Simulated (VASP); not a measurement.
Write the native input for VASP 6.6.1 that does the following.

```yaml
Task: electric field gradients
Functional: PBEsol
Potentials_or_basis: VASP PAW PBE potentials, release 64 (B, N)
Cutoff: 520 eV
k_mesh: 13 × 13 × 13
Occupations: fermi-dirac, width 0.03 eV
Spin: no spin polarisation
Dipole_correction: no
Further_INCAR_settings: ALGO = Normal; EDIFF = 1e-08; NBANDS = 11
```

The structure of BN lies in POSCAR:

```
BN
1.0
    0.0000000000      1.7953687620      1.7953687620
    1.7953687620      0.0000000000      1.7953687620
    1.7953687620      1.7953687620      0.0000000000
B N
1 1
Direct
    0.0000000000      0.0000000000      0.0000000000
    0.7500000000      0.7500000000      0.7500000000
```

This cell differs from its parent crystal: volume scaled by 0.98.

One way to write it, as run:

INCAR

```
ALGO = Normal
EDIFF = 1E-8
ENCUT = 520
GGA = PS
ISIF = 2
ISMEAR = -1
LASPH = True
LCHARG = False
LEFG = True
LREAL = False
LWAVE = False
NBANDS = 11
NELM = 100
PREC = Accurate
SIGMA = 0.03
```

KPOINTS

```
k-points
0
Gamma
  13 13 13
```

Potentials or basis: VASP PAW PBE potentials, release 64 (B, N).

Launch:

```sh
$ cat potpaw_PBE.64/B/POTCAR potpaw_PBE.64/N/POTCAR > POTCAR
$ mpirun -np 1 vasp_std > vasp.out
```

It gave:

```yaml
Pressure: 5.6 GPa
Band_gap_on_the_k_mesh: 4.38 eV, indirect (least direct gap 8.86 eV)
```

Caveat: without QUAD_EFG the Cq values of the log hold for a quadrupole moment of 1 mb, not for the nuclei; the PAW data sets were made with another functional, which shifts forces and pressure a little.

It took 9.3 s on 1 thread of Intel(R) Xeon(R) 6975P-C (Granite Rapids) (shared host), peak memory 0.12 GiB.
